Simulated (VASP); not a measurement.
# Ti3Zn (Pm-3m) in VASP: further runs

Runs on Ti3Zn. Level: LDA. Tasks: single point.

Program: VASP 6.6.1. These are calculated values, not measurements. Logs are shortened: lines on timing, memory, paths and dates and some standing lists are left out, and cuts for length are marked.

### Step 1. The cell of the first run

The structure is cubic, space group Pm-3m (No. 221). Conventional cell: a = 3.978 Å, b = 3.978 Å, c = 3.978 Å, α = 90.00°, β = 90.00°, γ = 90.00°. Ti (site symmetry 4/mmm) has 8 Ti at 2.81 Å and 4 Zn at 2.81 Å within 3.7 Å. Within 3.7 Å of Zn (site symmetry m-3m) lie 12 Ti at 2.81 Å.

### Step 2. Single point, LDA (15.74 Å³/atom)

Contents of INCAR:

```
SYSTEM = Ti3Zn
PREC = Accurate ; ENCUT = 520
EDIFF = 1E-6 ; ISMEAR = 0
SIGMA = 0.15 ; LREAL = .FALSE.
LASPH = .TRUE. ; NELM = 60
ALGO = Fast ; ISIF = 2
LWAVE = .FALSE. ; LCHARG = .FALSE.
NBANDS = 32
```

Contents of KPOINTS:

```
regular mesh
0
G
  12 12 12
  0 0 0
```

Contents of POSCAR:

```
Ti3Zn
1.0
    3.9780463969      0.0000000000      0.0000000000
    0.0000000000      3.9780463969      0.0000000000
    0.0000000000      0.0000000000      3.9780463969
Ti Zn
3 1
Direct
    0.0000000000      0.5000000000      0.5000000000
    0.5000000000      0.0000000000      0.5000000000
    0.5000000000      0.5000000000      0.0000000000
    0.0000000000      0.0000000000      0.0000000000
```

Potentials or basis: VASP PAW LDA potentials, release 64 (Ti_sv, Zn).

On the command line:

```bash
$ cat potpaw_LDA.64/Ti_sv/POTCAR potpaw_LDA.64/Zn/POTCAR > POTCAR
$ mpirun -np 1 vasp_std > vasp.out
```

OUTCAR:

```text
SYSTEM = Ti3Zn
   PREC = Accurate
   ENCUT = 520
   EDIFF = 1E-6
   ISMEAR = 0
   LREAL = .FALSE.
   LASPH = .TRUE.
   NELM = 60
   ISIF = 2

 ion  position               nearest neighbor table
   1  0.000  0.500  0.500-   2 2.81   3 2.81   4 2.81   3 2.81   4 2.81   2 2.81   4 2.81   4 2.81
                             2 2.81   3 2.81   3 2.81   2 2.81
   2  0.500  0.000  0.500-   1 2.81   3 2.81   4 2.81   3 2.81   4 2.81   1 2.81   3 2.81   3 2.81
                             1 2.81   4 2.81   4 2.81   1 2.81
   3  0.500  0.500  0.000-   1 2.81   2 2.81   4 2.81   1 2.81   2 2.81   2 2.81   4 2.81   2 2.81
                             1 2.81   4 2.81   1 2.81   4 2.81
   4  0.000  0.000  0.000-   1 2.81   2 2.81   3 2.81   1 2.81   2 2.81   1 2.81   3 2.81   1 2.81
                             2 2.81   3 2.81   2 2.81   3 2.81

  LATTYP: Found a simple cubic cell.
 ALAT       =     3.9780463969

  Lattice vectors:

 A1 = (   3.9780463969,   0.0000000000,   0.0000000000)
 A2 = (   0.0000000000,   3.9780463969,   0.0000000000)
 A3 = (   0.0000000000,   0.0000000000,   3.9780463969)

Analysis of symmetry for initial positions (statically):
=====================================================================
 Subroutine PRICEL returns:
 Original cell was already a primitive cell.

 Routine SETGRP: Setting up the symmetry group for a
 simple cubic supercell.

 Subroutine GETGRP returns: Found 48 space group operations
 (whereof 48 operations were pure point group operations)
 out of a pool of 48 trial point group operations.

The static configuration has the point symmetry O_h .

Analysis of symmetry for dynamics (positions and initial velocities):
=====================================================================
 Subroutine PRICEL returns:
 Original cell was already a primitive cell.

 Routine SETGRP: Setting up the symmetry group for a
 simple cubic supercell.

 Subroutine GETGRP returns: Found 48 space group operations
 (whereof 48 operations were pure point group operations)
 out of a pool of 48 trial point group operations.

The dynamic configuration has the point symmetry O_h .

 Subroutine INISYM returns: Found 48 space group operations
 (whereof 48 operations are pure point group operations),
 and found     1 'primitive' translations

----------------------------------------------------------------------------------------

                                     Primitive cell

  volume of cell :      62.9520

  direct lattice vectors                    reciprocal lattice vectors
     3.978046397  0.000000000  0.000000000     0.251379672  0.000000000  0.000000000
     0.000000000  3.978046397  0.000000000     0.000000000  0.251379672  0.000000000
     0.000000000  0.000000000  3.978046397     0.000000000  0.000000000  0.251379672

  length of vectors
     3.978046397  3.978046397  3.978046397     0.251379672  0.251379672  0.251379672

  position of ions in fractional coordinates (direct lattice)
     0.000000000  0.500000000  0.500000000
     0.500000000  0.000000000  0.500000000
     0.500000000  0.500000000  0.000000000
     0.000000000  0.000000000  0.000000000

  ion indices of the primitive-cell ions
   primitive index   ion index
                 1           1
                 2           2
                 3           3
                 4           4

----------------------------------------------------------------------------------------

 KPOINTS: regular mesh

Automatic generation of k-mesh.
 Grid dimensions read from file:
 generate k-points for:   12   12   12

 Generating k-lattice:

  Cartesian coordinates                     Fractional coordinates (reciprocal lattice)
     0.020948306  0.000000000  0.000000000     0.083333333  0.000000000  0.000000000
     0.000000000  0.020948306  0.000000000     0.000000000  0.083333333  0.000000000
     0.000000000  0.000000000  0.020948306     0.000000000  0.000000000  0.083333333

  Length of vectors
     0.020948306  0.020948306  0.020948306

  Shift w.r.t. Gamma in fractional coordinates (k-lattice)
     0.000000000  0.000000000  0.000000000

 Subroutine IBZKPT returns following result:
 ===========================================

 Found     84 irreducible k-points:

 Following reciprocal coordinates:
            Coordinates               Weight
  0.000000  0.000000  0.000000      1.000000
  0.083333  0.000000  0.000000      6.000000
  0.166667  0.000000  0.000000      6.000000
  0.250000  0.000000  0.000000      6.000000
  0.333333  0.000000  0.000000      6.000000
  0.416667  0.000000  0.000000      6.000000
[... 16 lines left out ...]
  0.333333  0.333333  0.000000     12.000000
  0.416667  0.333333  0.000000     24.000000
 [... further k-points ...]
   k-points           NKPTS =     84   k-points in BZ     NKDIM =     84   number of bands    NBANDS=     32
   number of dos      NEDOS =    301   number of ions     NIONS =      4
   total plane-waves  NPLWV =  27000
   dimension x,y,z NGX =    30 NGY =   30 NGZ =   30
   dimension x,y,z NGXF=    60 NGYF=   60 NGZF=   60
   ions per type =               3   1
   NGX,Y,Z   is equivalent  to a cutoff of  12.54, 12.54, 12.54 a.u.
   NGXF,Y,Z  is equivalent  to a cutoff of  25.07, 25.07, 25.07 a.u.
 SYSTEM =  Ti3Zn
   PREC   = accura    normal or accurate (medium, high low for compatibility)
   ISTART =      0    job   : 0-new  1-cont  2-samecut
   ICHARG =      2    charge: 1-file 2-atom 10-const
   ISPIN  =      1    spin polarized calculation?
   LNONCOLLINEAR =      F non collinear calculations
   LSORBIT =      F    spin-orbit coupling
   LASPH  =      T    aspherical Exc in radial PAW
   ENCUT  =  520.0 eV  38.22 Ry    6.18 a.u.   7.40  7.40  7.40*2*pi/ulx,y,z
   NELM   =     60;   NELMIN=  2; NELMDL= -5     # of ELM steps
   EDIFF  = 0.1E-05   stopping-criterion for ELM
   LREAL  =      F    real-space projection
   EDIFFG = 0.1E-04   stopping-criterion for IOM
   NSW    =      0    number of steps for IOM
   IBRION =     -1    ionic relax: 0-MD 1-quasi-New 2-CG
   NFREE  =      0    steps in history (QN), initial steepest desc. (CG)
   ISIF   =      2    stress and relaxation
   ISYM   =      2    0-nonsym 1-usesym 2-fastsym
   POTIM  = 0.5000    time-step for ionic-motion
   TEBEG  =    0.0;   TEEND  =   0.0 temperature during run
   PSTRESS=    0.0 pullay stress
   NELECT =      48.0000    total number of electrons
   NUPDOWN=      -1.0000    fix difference up-down
   EMIN   =  10.00;   EMAX   =-10.00  energy-range for DOS
   EFERMI =   0.00;   METHOD = LEGACY
   ISMEAR =     0;   SIGMA  =   0.15  broadening in eV -4-tet -1-fermi 0-gaus
   EFERMI_NEDOS =   21; number of points for ismear=-14 and -15
   IALGO  =     68    algorithm
   IMIX   =      4    mixing-type and parameters
     AMIX     =   0.40;   BMIX     =  1.00
     AMIX_MAG =   1.60;   BMIX_MAG =  1.00
  volume/ion in A,a.u.               =      15.74       106.21
  Fermi-wavevector in a.u.,A,eV,Ry     =   1.495611  2.826296 30.434234  2.236853
  Thomas-Fermi vector in A             =   2.607734
   LORBIT       =      0    0 simple, 1 ext, 2 COOP (PROOUT), +10 PAW based schemes
   GGA     = CA    functional components
   LHFCALC =     F    Hartree Fock is set to
   AEXX    =    0.0000 exact exchange contribution
   IVDW    =     0    specifies the selected vdW correction
   LEPSILON=     F    determine dielectric tensor
   LRPA    =     F    only Hartree local field effects (RPA)
 non-spin polarized calculation
 RMM-DIIS sequential band-by-band and
 Gauss-broadening in eV      SIGMA  =   0.15
  energy-cutoff  :      520.00
  volume of cell :       62.95
 maximum number of plane-waves:      1743
 NGX is ok and might be reduce to    30
   NGX = 15   NGY = 15   NGZ = 15

 number of electron      48.0000026 magnetization

 Free energy of the ion-electron system (eV)
  ---------------------------------------------------
  ext. energy  EPLUGINS =         0.00000000
  ---------------------------------------------------
  free energy    TOTEN  =       -28.09697513 eV

  energy without entropy =      -28.04825603  energy(sigma->0) =      -28.07261558

 E-fermi :   7.2346     XC(G=0): -12.1412

 val. band max:        7.2253659522   @ k =   0.4167   0.1667   0.0000
 cond. band min:       7.2445614928   @ k =   0.5000   0.3333   0.1667
 fundamental gap:      0.0191955406
 Fermi energy:         7.2346199099

 k-point     1 :       0.0000    0.0000    0.0000
  band No.  band energies     occupation
      1     -48.6336      2.00000
      2     -48.4449      2.00000
      3     -48.4449      2.00000
      4     -25.4922      2.00000
      5     -25.4922      2.00000
      6     -25.4922      2.00000
[... 24 lines left out ...]
     31      10.4942      0.00000
     32      10.4943      0.00000

 k-point     2 :       0.0833    0.0000    0.0000
  band No.  band energies     occupation
      1     -48.6308      2.00000
      2     -48.4478      2.00000
      3     -48.4449      2.00000
      4     -25.4861      2.00000
      5     -25.4861      2.00000
      6     -25.4833      2.00000
[... 24 lines left out ...]
     31      10.4324      0.00000
     32      10.4936      0.00000

 k-point     3 :       0.1667    0.0000    0.0000
  band No.  band energies     occupation
      1     -48.6225      2.00000
      2     -48.4561      2.00000
      3     -48.4447      2.00000
      4     -25.4686      2.00000
      5     -25.4686      2.00000
      6     -25.4573      2.00000
[... 24 lines left out ...]
     31      10.2308      0.00000
     32      10.4852      0.00000

 k-point     4 :       0.2500    0.0000    0.0000
  band No.  band energies     occupation
      1     -48.6096      2.00000
      2     -48.4689      2.00000
      3     -48.4446      2.00000
      4     -25.4420      2.00000
      5     -25.4420      2.00000
      6     -25.4155      2.00000
[... 654 lines left out ...]
     31       9.7818      0.00000
     32      10.1417      0.00000

 k-point    23 :       0.3333    0.3333    0.0000
  band No.  band energies     occupation
      1     -48.5605      2.00000
      2     -48.4915      2.00000
      3     -48.4698      2.00000
      4     -25.4609      2.00000
      5     -25.3379      2.00000
      6     -25.3200      2.00000
[... 24 lines left out ...]
     31       9.7820      0.00000
     32       9.9633      0.00000

 k-point    24 :       0.4167    0.3333    0.0000
  band No.  band energies     occupation
      1     -48.5465      2.00000
      2     -48.5007      2.00000
      3     -48.4744      2.00000
      4     -25.4525      2.00000
      5     -25.3748      2.00000
      6     -25.2852      2.00000
[... 24 lines left out ...]
     31       9.8689      0.00000
     32       9.9148      0.00000

 [... further k-points ...]

------------------------ aborting loop because EDIFF is reached ----------------------------------------

  FORCE on cell =-STRESS in cart. coord.  units (eV):
  Direction    XX          YY          ZZ          XY          YZ          ZX
  --------------------------------------------------------------------------------------
  -------------------------------------------------------------------------------------
  Total       -2.3435601     -2.3435601     -2.3435601     -0.0000000     -0.0000000     -0.0000000
  in kB      -59.6454273    -59.6454273    -59.6454273     -0.0000000     -0.0000000     -0.0000000
  external PRESSURE =     -59.6454273 kB  Pullay stress =       0.0000000 kB

 VOLUME and BASIS-vectors are now :
 -----------------------------------------------------------------------------
  energy-cutoff  :      520.00
  volume of cell :       62.95
      direct lattice vectors                 reciprocal lattice vectors
     3.978046397  0.000000000  0.000000000     0.251379672  0.000000000  0.000000000
     0.000000000  3.978046397  0.000000000     0.000000000  0.251379672  0.000000000
     0.000000000  0.000000000  3.978046397     0.000000000  0.000000000  0.251379672

 POSITION                                       TOTAL-FORCE (eV/Angst)
 -----------------------------------------------------------------------------------
      0.00000      1.98902      1.98902         0.000000      0.000000      0.000000
      1.98902      0.00000      1.98902         0.000000      0.000000      0.000000
      1.98902      1.98902      0.00000         0.000000      0.000000      0.000000
      0.00000      0.00000      0.00000         0.000000      0.000000      0.000000
 -----------------------------------------------------------------------------------
    total drift:                                0.000000      0.000000     -0.000000

  FREE ENERGIE OF THE ION-ELECTRON SYSTEM (eV)
  ---------------------------------------------------
  free  energy   TOTEN  =       -28.0969751252 eV

  energy  without entropy=      -28.0482560296  energy(sigma->0) =      -28.07261558
```

Run time: 3.1 min. Hardware: 1 thread of Intel Xeon 6975P-C (Granite Rapids), shared host; peak memory 0.25 GiB.

What came out:

- Free energy: -28.0970 eV
- Pressure: -6.0 GPa
- Band gap on the k mesh: zero (bands 24 and 25 overlap by 0.39 eV)

Caveat: the cell stands under tension.

### Step 3. Single point, LDA

This run uses another cell than the first one, of 14.94 Å³/atom.

Contents of INCAR:

```
SYSTEM = Ti3Zn
PREC = Accurate ; ENCUT = 520
EDIFF = 1E-7 ; ISMEAR = 0
SIGMA = 0.15 ; LREAL = .False.
LASPH = .True. ; NELM = 100
ALGO = Normal ; ISIF = 2
LWAVE = .False. ; LCHARG = .False.
NBANDS = 32
```

Contents of KPOINTS:

```
Automatic mesh
0
Gamma
  12 12 12
  0 0 0
```

Contents of POSCAR:

```
Ti3Zn
1.0
    3.9097441603      0.0000000000      0.0000000000
    0.0000000000      3.9097441603      0.0000000000
    0.0000000000      0.0000000000      3.9097441603
Ti Zn
3 1
Direct
    0.0000000000      0.5000000000      0.5000000000
    0.5000000000      0.0000000000      0.5000000000
    0.5000000000      0.5000000000      0.0000000000
    0.0000000000      0.0000000000      0.0000000000
```

Potentials or basis: VASP PAW LDA potentials, release 64 (Ti_sv, Zn).

On the command line:

```bash
$ cat potpaw_LDA.64/Ti_sv/POTCAR potpaw_LDA.64/Zn/POTCAR > POTCAR
$ mpirun -np 1 vasp_std > vasp.out
```

It took 78 s on 1 thread of Intel Xeon 6975P-C (Granite Rapids), shared host; peak memory 0.24 GiB.

It converged, with:

| Quantity | Value |
| --- | --- |
| Free energy | -28.1556 eV |
| Pressure | 0.2 GPa |
| Band gap on the k mesh | zero (bands 24 and 25 overlap by 0.44 eV) |

Levels at points of the mesh, in eV from the Fermi level:
| k point | band 21 | band 22 | band 23 | band 24 | band 25 | band 26 | band 27 | band 28 |
| --- | --- | --- | --- | --- | --- | --- | --- | --- |
| (0.00, 0.00, 0.00) | -1.10 | -1.03 | -1.03 | -1.03 | 2.27 | 2.27 | 2.27 | 2.31 |
| (0.50, 0.00, 0.00) | -0.95 | -0.95 | -0.73 | 0.27 | 0.81 | 0.81 | 1.25 | 1.68 |
| (0.50, 0.50, 0.00) | -1.20 | -1.18 | -0.28 | -0.13 | -0.13 | 1.01 | 1.01 | 1.91 |
| (0.50, 0.50, 0.50) | -1.66 | -0.18 | -0.18 | -0.18 | 0.81 | 0.81 | 0.81 | 1.40 |
